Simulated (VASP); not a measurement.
# HC12 in VASP: further runs

The runs below take HC12 through single point, with PBE.

All numbers are computed with VASP 6.6.1; they aren't measurements. Logs are shortened: lines on timing, memory, paths and dates and some standing lists are left out, and cuts for length are marked.

**1. The cell of the first run**

The cell holds a slab with vacuum, 26 atoms: a = 5.051 Å, b = 5.051 Å, c = 22.375 Å, α = 90.00°, β = 90.00°, γ = 90.00°.

**2. Single point, PBE**

INCAR

```
SYSTEM = HC12
ALGO = Normal
DIPOL = 0.5 0.5 0.289
EDIFF = 1E-6
ENCUT = 520
GGA = PE
IDIPOL = 3
ISIF = 2
ISMEAR = 0
LASPH = .TRUE.
LCHARG = .FALSE.
LDIPOL = .TRUE.
LREAL = Auto
LWAVE = .FALSE.
NBANDS = 68
NELM = 80
PREC = Accurate
SIGMA = 0.05
```

KPOINTS

```
k-points
0
G
  5 5 1
  0 0 0
```

POSCAR

```
HC12
1.0
    5.0509324483      0.0000000000      0.0000000000
    0.0000000000      5.0509324483      0.0000000000
    0.0000000000      0.0000000000     22.3754933530
C H
24 2
Direct
    0.0000000000      0.2500000000      0.1787670080
    0.0000000000      0.7500000000      0.1787670080
    0.5000000000      0.2500000000      0.1787670080
    0.5000000000      0.7500000000      0.1787670080
    0.0000000000      0.0000000000      0.2186716990
    0.0000000000      0.5000000000      0.2186716990
    0.5000000000      0.0000000000      0.2186716990
    0.5000000000      0.5000000000      0.2186716990
    0.2500000000      0.0000000000      0.2585763899
    0.2500000000      0.5000000000      0.2585763899
    0.7500000000      0.0000000000      0.2585763899
    0.7500000000      0.5000000000      0.2585763899
    0.2500000000      0.2500000000      0.2976014419
    0.2500000000      0.7500000000      0.2976014419
    0.7500000000      0.2500000000      0.2976014419
    0.7500000000      0.7500000000      0.2976014419
    0.0000000000      0.2500000000      0.3394883053
    0.0000000000      0.7500000000      0.3394883053
    0.5000000000      0.2500000000      0.3394883053
    0.5000000000      0.7500000000      0.3394883053
    0.0000000000      0.0000000000      0.3743154719
    0.0000000000      0.5000000000      0.3743154719
    0.5000000000      0.0000000000      0.3743154719
    0.5000000000      0.5000000000      0.3743154719
    0.8169644893      0.3750000000      0.4230294816
    1.1830355107      0.3750000000      0.4230294816
```

Potentials or basis: VASP PAW PBE potentials, release 64 (C, H).

Run with:

```sh
> cat potpaw_PBE.64/C/POTCAR potpaw_PBE.64/H/POTCAR > POTCAR
> mpirun -np 1 vasp_std > vasp.out
```

OUTCAR:

```text
SYSTEM = HC12
   EDIFF = 1E-6
   ENCUT = 520
   GGA = PE
   ISIF = 2
   ISMEAR = 0
   LASPH = .TRUE.
   LREAL = Auto
   NELM = 80
   PREC = Accurate

 ion  position               nearest neighbor table
   1  0.000  0.250  0.179-   5 1.55   6 1.55
   2  0.000  0.750  0.179-   5 1.55   6 1.55
   3  0.500  0.250  0.179-   7 1.55   8 1.55
   4  0.500  0.750  0.179-   7 1.55   8 1.55
   5  0.000  0.000  0.219-   9 1.55  11 1.55   1 1.55   2 1.55
   6  0.000  0.500  0.219-  10 1.55  12 1.55   1 1.55   2 1.55
   7  0.500  0.000  0.219-   9 1.55  11 1.55   3 1.55   4 1.55
   8  0.500  0.500  0.219-  10 1.55  12 1.55   3 1.55   4 1.55
   9  0.250  0.000  0.259-  13 1.54  14 1.54   5 1.55   7 1.55
  10  0.250  0.500  0.259-  13 1.54  14 1.54   6 1.55   8 1.55
[... 8 lines left out ...]
  19  0.500  0.250  0.339-  23 1.48  24 1.48  13 1.57  15 1.57
  20  0.500  0.750  0.339-  23 1.48  24 1.48  14 1.57  16 1.57
  21  0.000  0.000  0.374-  17 1.48  18 1.48
  22  0.000  0.500  0.374-  17 1.48  18 1.48
  23  0.500  0.000  0.374-  19 1.48  20 1.48
  24  0.500  0.500  0.374-  19 1.48  20 1.48
  25  0.817  0.375  0.423-
  26  0.183  0.375  0.423-

  LATTYP: Found a simple tetragonal cell.
 ALAT       =     5.0509324483
 C/A-ratio  =     4.4299727985

  Lattice vectors:

 A1 = (   5.0509324483,   0.0000000000,   0.0000000000)
 A2 = (   0.0000000000,   5.0509324483,   0.0000000000)
 A3 = (   0.0000000000,   0.0000000000,  22.3754933530)

Analysis of symmetry for initial positions (statically):
=====================================================================
 Subroutine PRICEL returns:
 Original cell was already a primitive cell.

 Routine SETGRP: Setting up the symmetry group for a
 simple tetragonal supercell.

 Subroutine GETGRP returns: Found  2 space group operations
 (whereof  2 operations were pure point group operations)
 out of a pool of 16 trial point group operations.

The static configuration has the point symmetry C_1h.

Analysis of symmetry for dynamics (positions and initial velocities):
=====================================================================
 Subroutine PRICEL returns:
 Original cell was already a primitive cell.

 Routine SETGRP: Setting up the symmetry group for a
 simple tetragonal supercell.

 Subroutine GETGRP returns: Found  2 space group operations
 (whereof  2 operations were pure point group operations)
 out of a pool of 16 trial point group operations.

The dynamic configuration has the point symmetry C_1h.

 Subroutine INISYM returns: Found  2 space group operations
 (whereof  2 operations are pure point group operations),
 and found     1 'primitive' translations

----------------------------------------------------------------------------------------

                                     Primitive cell

  volume of cell :     570.8418

  direct lattice vectors                    reciprocal lattice vectors
     5.050932448  0.000000000  0.000000000     0.197983246  0.000000000  0.000000000
     0.000000000  5.050932448  0.000000000     0.000000000  0.197983246  0.000000000
     0.000000000  0.000000000 22.375493353     0.000000000  0.000000000  0.044691752

  length of vectors
     5.050932448  5.050932448 22.375493353     0.197983246  0.197983246  0.044691752

  position of ions in fractional coordinates (direct lattice)
     0.000000000  0.250000000  0.178767008
     0.000000000  0.750000000  0.178767008
     0.500000000  0.250000000  0.178767008
     0.500000000  0.750000000  0.178767008
     0.000000000  0.000000000  0.218671699
     0.000000000  0.500000000  0.218671699
[... 18 lines left out ...]
     0.816964489  0.375000000  0.423029482
     0.183035511  0.375000000  0.423029482

  ion indices of the primitive-cell ions
   primitive index   ion index
                 1           1
                 2           2
                 3           3
                 4           4
                 5           5
                 6           6
[... 18 lines left out ...]
                25          25
                26          26

----------------------------------------------------------------------------------------

 KPOINTS: k-points

Automatic generation of k-mesh.
 Grid dimensions read from file:
 generate k-points for:    5    5    1

 Generating k-lattice:

  Cartesian coordinates                     Fractional coordinates (reciprocal lattice)
     0.039596649  0.000000000  0.000000000     0.200000000  0.000000000  0.000000000
     0.000000000  0.039596649  0.000000000     0.000000000  0.200000000  0.000000000
     0.000000000  0.000000000  0.044691752     0.000000000  0.000000000  1.000000000

  Length of vectors
     0.039596649  0.039596649  0.044691752

  Shift w.r.t. Gamma in fractional coordinates (k-lattice)
     0.000000000  0.000000000  0.000000000

 Subroutine IBZKPT returns following result:
 ===========================================

 Found      9 irreducible k-points:

 Following reciprocal coordinates:
            Coordinates               Weight
  0.000000  0.000000  0.000000      1.000000
  0.200000  0.000000  0.000000      2.000000
  0.000000  0.200000  0.000000      2.000000
  0.400000  0.000000  0.000000      2.000000
  0.000000  0.400000  0.000000      2.000000
  0.200000  0.200000  0.000000      4.000000
  0.400000  0.200000  0.000000      4.000000
 -0.200000  0.400000  0.000000      4.000000
  0.400000  0.400000  0.000000      4.000000
   k-points           NKPTS =      9   k-points in BZ     NKDIM =      9   number of bands    NBANDS=     68
   number of dos      NEDOS =    301   number of ions     NIONS =     26
   total plane-waves  NPLWV = 268800
   dimension x,y,z NGX =    40 NGY =   40 NGZ =  168
   dimension x,y,z NGXF=    80 NGYF=   80 NGZF=  336
   ions per type =              24   2
   NGX,Y,Z   is equivalent  to a cutoff of  13.17, 13.17, 12.48 a.u.
   NGXF,Y,Z  is equivalent  to a cutoff of  26.33, 26.33, 24.96 a.u.
 SYSTEM =  HC12
   PREC   = accura    normal or accurate (medium, high low for compatibility)
   ISTART =      0    job   : 0-new  1-cont  2-samecut
   ICHARG =      2    charge: 1-file 2-atom 10-const
   ISPIN  =      1    spin polarized calculation?
   LNONCOLLINEAR =      F non collinear calculations
   LSORBIT =      F    spin-orbit coupling
   LASPH  =      T    aspherical Exc in radial PAW
   ENCUT  =  520.0 eV  38.22 Ry    6.18 a.u.   9.39  9.39 41.60*2*pi/ulx,y,z
   NELM   =     80;   NELMIN=  2; NELMDL= -5     # of ELM steps
   EDIFF  = 0.1E-05   stopping-criterion for ELM
   LREAL  =      T    real-space projection
   EDIFFG = 0.1E-04   stopping-criterion for IOM
   NSW    =      0    number of steps for IOM
   IBRION =     -1    ionic relax: 0-MD 1-quasi-New 2-CG
   NFREE  =      0    steps in history (QN), initial steepest desc. (CG)
   ISIF   =      2    stress and relaxation
   ISYM   =      2    0-nonsym 1-usesym 2-fastsym
   POTIM  = 0.5000    time-step for ionic-motion
   TEBEG  =    0.0;   TEEND  =   0.0 temperature during run
   PSTRESS=    0.0 pullay stress
   NELECT =      98.0000    total number of electrons
   NUPDOWN=      -1.0000    fix difference up-down
   EMIN   =  10.00;   EMAX   =-10.00  energy-range for DOS
   EFERMI =   0.00;   METHOD = LEGACY
   ISMEAR =     0;   SIGMA  =   0.05  broadening in eV -4-tet -1-fermi 0-gaus
   EFERMI_NEDOS =   21; number of points for ismear=-14 and -15
   IALGO  =     38    algorithm
   IMIX   =      4    mixing-type and parameters
     AMIX     =   0.40;   BMIX     =  1.00
     AMIX_MAG =   1.60;   BMIX_MAG =  1.00
  volume/ion in A,a.u.               =      21.96       148.16
  Fermi-wavevector in a.u.,A,eV,Ry     =   0.909868  1.719401 11.263710  0.827859
  Thomas-Fermi vector in A             =   2.033963
   LORBIT       =      0    0 simple, 1 ext, 2 COOP (PROOUT), +10 PAW based schemes
   GGA     = PE    functional components
   LHFCALC =     F    Hartree Fock is set to
   AEXX    =    0.0000 exact exchange contribution
   IVDW    =     0    specifies the selected vdW correction
   LEPSILON=     F    determine dielectric tensor
   LRPA    =     F    only Hartree local field effects (RPA)
 non-spin polarized calculation
 Gauss-broadening in eV      SIGMA  =   0.05
  energy-cutoff  :      520.00
  volume of cell :      570.84
 maximum number of plane-waves:     15407
 NGX is ok and might be reduce to    40
   NGX = 19   NGY = 19   NGZ = 83

 dipolmoment           0.000000      0.000000      0.448072 electrons x Angstroem

 number of electron      98.0000007 magnetization

 dipolmoment           0.000000      0.000000     -0.264807 electrons x Angstroem

 Free energy of the ion-electron system (eV)
  ---------------------------------------------------
  ext. energy  EPLUGINS =         0.00000000
  ---------------------------------------------------
  free energy    TOTEN  =      -198.41230862 eV

  energy without entropy =     -198.40256679  energy(sigma->0) =     -198.40743770

 E-fermi :  -2.5841     XC(G=0):  -4.2794

 val. band max:       -2.5860300416   @ k =   0.0000   0.4000   0.0000
 cond. band min:      -2.5599860614   @ k =   0.2000   0.0000   0.0000
 fundamental gap:      0.0260439803
 Fermi energy:        -2.5840772898

 k-point     1 :       0.0000    0.0000    0.0000
  band No.  band energies     occupation
      1     -23.4276      2.00000
      2     -20.8159      2.00000
      3     -19.2622      2.00000
      4     -19.2389      2.00000
      5     -19.0802      2.00000
      6     -19.0479      2.00000
[... 53 lines left out ...]
     60       2.1862      0.00000
     61       2.9399      0.00000

 k-point     2 :       0.2000    0.0000    0.0000
  band No.  band energies     occupation
      1     -23.2463      2.00000
      2     -20.6511      2.00000
      3     -20.6009      2.00000
      4     -19.0916      2.00000
      5     -18.8963      2.00000
      6     -18.4508      2.00000
[... 437 lines left out ...]
     60       4.2277      0.00000
     61       4.2596      0.00000

 k-point     9 :       0.4000    0.4000    0.0000
  band No.  band energies     occupation
      1     -21.9902      2.00000
      2     -21.1171      2.00000
      3     -21.0942      2.00000
      4     -20.2315      2.00000
      5     -19.4758      2.00000
      6     -18.7089      2.00000
[... 53 lines left out ...]
     60       4.2479      0.00000
     61       4.6734      0.00000
 [bands above 61 left out]

------------------------ aborting loop because EDIFF is reached ----------------------------------------

 vacuum level on the upper side and lower side of the slab       (xc-potential included)        -1.042         0.787

  FORCE on cell =-STRESS in cart. coord.  units (eV):
  Direction    XX          YY          ZZ          XY          YZ          ZX
  --------------------------------------------------------------------------------------
  -------------------------------------------------------------------------------------
  Total      -23.4296949     -7.0310485     -8.5827757      0.0000000      5.5875616      0.0000000
  in kB      -65.7599500    -19.7339914    -24.0892127      0.0000000     15.6825676      0.0000000
  external PRESSURE =     -36.5277181 kB  Pullay stress =       0.0000000 kB

 VOLUME and BASIS-vectors are now :
 -----------------------------------------------------------------------------
  energy-cutoff  :      520.00
  volume of cell :      570.84
      direct lattice vectors                 reciprocal lattice vectors
     5.050932448  0.000000000  0.000000000     0.197983246  0.000000000  0.000000000
     0.000000000  5.050932448  0.000000000     0.000000000  0.197983246  0.000000000
     0.000000000  0.000000000 22.375493353     0.000000000  0.000000000  0.044691752

 POSITION                                       TOTAL-FORCE (eV/Angst)
 -----------------------------------------------------------------------------------
      0.00000      1.26273      4.00000         0.000000      0.027310      2.127771
      0.00000      3.78820      4.00000         0.000000     -0.032142      2.115787
      2.52547      1.26273      4.00000         0.000000      0.046676      2.168544
      2.52547      3.78820      4.00000         0.000000     -0.053896      2.148138
      0.00000      0.00000      4.89289         0.000000     -0.009222     -2.524648
      0.00000      2.52547      4.89289         0.000000      0.013851     -2.499212
[... 18 lines left out ...]
      4.12643      1.89410      9.46549         0.652758      2.266458     -2.100116
      0.92450      1.89410      9.46549        -0.652758      2.266458     -2.100116
 -----------------------------------------------------------------------------------
    total drift:                                0.000000      0.000042      0.045010

  FREE ENERGIE OF THE ION-ELECTRON SYSTEM (eV)
  ---------------------------------------------------
  free  energy   TOTEN  =      -198.4123086177 eV

  energy  without entropy=     -198.4025667864  energy(sigma->0) =     -198.40743770

 vacuum level on the upper side and lower side of the slab         2.984         4.855
```

Wall time 21 min (1 thread of Intel Xeon 8259CL, shared host); peak memory 0.66 GiB.

What came out:

- Free energy: -198.4123 eV
- Largest force: 6.058 eV/Å
- Band gap on the k mesh: zero (bands 49 and 50 overlap by 0.27 eV)

Forces in eV/Å, atoms in the order of the input:
```
C    0.000  0.027  2.128
C    0.000 -0.032  2.116
C    0.000  0.047  2.169
C    0.000 -0.054  2.148
C    0.000 -0.009 -2.525
C    0.000  0.014 -2.499
C    0.000 -0.060 -2.466
C    0.000  0.028 -2.558
C    0.112  0.044  0.135
C    0.123 -0.042  0.200
C   -0.112  0.044  0.135
C   -0.123 -0.042  0.200
C   -0.251  0.007  0.071
C   -0.141 -0.264  0.190
C    0.251  0.007  0.071
C    0.141 -0.264  0.190
C    0.000 -0.575 -1.670
C    0.000  0.918  0.233
C    0.000 -0.094 -0.238
C    0.000  0.223  0.156
C    0.000  0.536  0.613
C    0.000 -4.190  4.375
C    0.000  0.298  0.173
C    0.000 -1.101  0.854
H    0.653  2.266 -2.100
H   -0.653  2.266 -2.100
```

Levels at points of the mesh, in eV from the Fermi level:
| k point | band 47 | band 48 | band 49 | band 50 | band 51 | band 52 |
| --- | --- | --- | --- | --- | --- | --- |
| (0.00, 0.00, 0.00) | -0.92 | -0.33 | -0.24 | -0.19 | -0.01 | 0.67 |

**3. Single point, PBE**

INCAR

```
  PREC = Accurate
  ENCUT = 520
  EDIFF = 1E-6
  ISMEAR = 0
  SIGMA = 0.05
  LREAL = Auto
  LASPH = T
  NELM = 80
  ALGO = Normal
  ISIF = 2
  LWAVE = F
  LCHARG = F
  LDIPOL = T
  IDIPOL = 3
  DIPOL = 0.5 0.5 0.291
  GGA = PE
  NBANDS = 68
```

KPOINTS

```
regular mesh
0
Gamma
  5 5 1
```

Edit POSCAR of step 2 so:

```diff
@@ -32,3 +32,3 @@
     0.5000000000      0.5000000000      0.3743154719
-    0.8169644893      0.3750000000      0.4230294816
-    1.1830355107      0.3750000000      0.4230294816
+    0.8169644893      0.3750000000      0.4516322029
+    1.1830355107      0.3750000000      0.4516322029
```

Potentials or basis: VASP PAW PBE potentials, release 64 (C, H).

Run with:

```sh
> cat potpaw_PBE.64/C/POTCAR potpaw_PBE.64/H/POTCAR > POTCAR
> mpirun -np 1 vasp_std > vasp.out
```

Run time: 27 min. Hardware: 1 thread of Intel Xeon 8259CL, shared host; peak memory 0.67 GiB.

The run converged. Its results:

* Free energy: -195.5360 eV
* Largest force: 2.554 eV/Å
* Band gap on the k mesh: zero (bands 49 and 50 overlap by 0.34 eV)

Forces on the atoms (eV/Å):
```
C    0.000  0.038  2.104
C    0.000 -0.039  2.104
C    0.000  0.057  2.086
C    0.000 -0.058  2.066
C    0.000 -0.010 -2.548
C    0.000  0.007 -2.554
C    0.000 -0.048 -2.395
C    0.000  0.030 -2.477
C    0.027  0.033  0.183
C    0.119 -0.014  0.238
C   -0.027  0.033  0.183
C   -0.119 -0.014  0.238
C    0.018  0.166  0.099
C    0.039 -0.273  0.126
C   -0.018  0.166  0.099
C   -0.039 -0.273  0.126
C    0.000 -0.383  0.298
C    0.000  0.674  0.544
C    0.000 -0.147  0.119
C    0.000  0.217  0.197
C    0.000  0.375  0.493
C    0.000 -1.444  1.689
C    0.000  0.249  0.115
C    0.000 -0.598  0.709
H    0.860  0.629 -1.921
H   -0.860  0.629 -1.921
```

Levels at points of the mesh, in eV from the Fermi level:
```csv
k point,band 45,band 46,band 47,band 48,band 49,band 50,band 51,band 52,band 53,band 54
"(0.00, 0.00, 0.00)",-1.47,-1.21,-0.82,-0.40,-0.29,-0.21,-0.20,0.62,1.03,1.57
```

**4. Single point, PBE**

INCAR

```
SYSTEM = HC12
ALGO     = Normal         ! electronic algorithm
DIPOL    = 0.5 0.5 0.290
EDIFF    = 1E-6           ! SCF threshold, eV
ENCUT    = 520            ! plane-wave cutoff, eV
GGA      = PE             ! functional
IDIPOL   = 3            
ISIF     = 2              ! what is computed and relaxed
ISMEAR   = 0              ! smearing method
LASPH    = .True.         ! aspherical terms in the spheres
LCHARG   = .False.        ! write CHGCAR
LDIPOL   = .True.       
LREAL    = Auto         
LWAVE    = .False.        ! write WAVECAR
NBANDS   = 68             ! bands
NELM     = 100            ! most SCF steps
PREC     = Accurate       ! precision mode
SIGMA    = 0.05           ! smearing width, eV
```

KPOINTS

```
k-points
0
Gamma
  5 5 1
  0 0 0
```

Edit POSCAR of step 3 so:

```diff
@@ -32,3 +32,3 @@
     0.5000000000      0.5000000000      0.3743154719
-    0.8169644893      0.3750000000      0.4516322029
-    1.1830355107      0.3750000000      0.4516322029
+    0.7376721994      0.3750000000      0.4373308422
+    1.2623278006      0.3750000000      0.4373308422
```

Run with:

```sh
> cat potpaw_PBE.64/C/POTCAR potpaw_PBE.64/H/POTCAR > POTCAR
> mpirun -np 1 vasp_std > vasp.out
```

Wall time 18 min (1 thread of Intel Xeon Platinum 8488C (Sapphire Rapids), shared host); peak memory 0.65 GiB.

The run converged. Its results:

* Free energy: -196.7262 eV
* Largest force: 3.061 eV/Å
* Band gap on the k mesh: zero (bands 49 and 50 overlap by 0.31 eV)

Forces in eV/Å, atoms in the order of the input:
```
C    0.000  0.047  2.099
C    0.000 -0.050  2.081
C    0.000  0.041  2.098
C    0.000 -0.044  2.083
C    0.000 -0.039 -2.457
C    0.000  0.023 -2.504
C    0.000 -0.030 -2.478
C    0.000  0.019 -2.507
C   -0.013  0.039  0.163
C   -0.024 -0.024  0.207
C    0.013  0.039  0.163
C    0.024 -0.024  0.207
C    0.032  0.123  0.127
C    0.013 -0.296  0.154
C   -0.032  0.123  0.127
C   -0.013 -0.296  0.154
C    0.000 -0.260 -0.209
C    0.000  0.471  0.279
C    0.000 -0.326 -0.327
C    0.000  0.589  0.318
C    0.000  0.405  0.332
C    0.000 -1.599  1.799
C    0.000  0.452  0.421
C    0.000 -1.986  2.329
H   -0.125  1.301 -2.330
H    0.125  1.301 -2.330
```

Levels at points of the mesh, in eV from the Fermi level:
```
           k point  band 45  band 46  band 47  band 48  band 49  band 50  band 51  band 52  band 53  band 54
(0.00, 0.00, 0.00)    -1.34    -1.16    -0.96    -0.37    -0.23    -0.17    -0.12     0.68     1.90     2.15
```

**5. Overview**

```csv
cell,gap on the mesh (eV),largest force (eV/Å)
"as given, atomic positions A",none,6.06
"as given, atomic positions B",none,2.55
"as given, atomic positions C",none,3.06
```

Alike in all rows: task single point; level PBE; potentials or basis VASP PAW PBE potentials, release 64 (C, H); no spin polarisation; k mesh 5 × 5 × 1; cutoff (eV) 520; smearing gaussian 0.05 eV.

Total energies depend on the potentials used, so only differences within one code and one set of settings carry meaning.
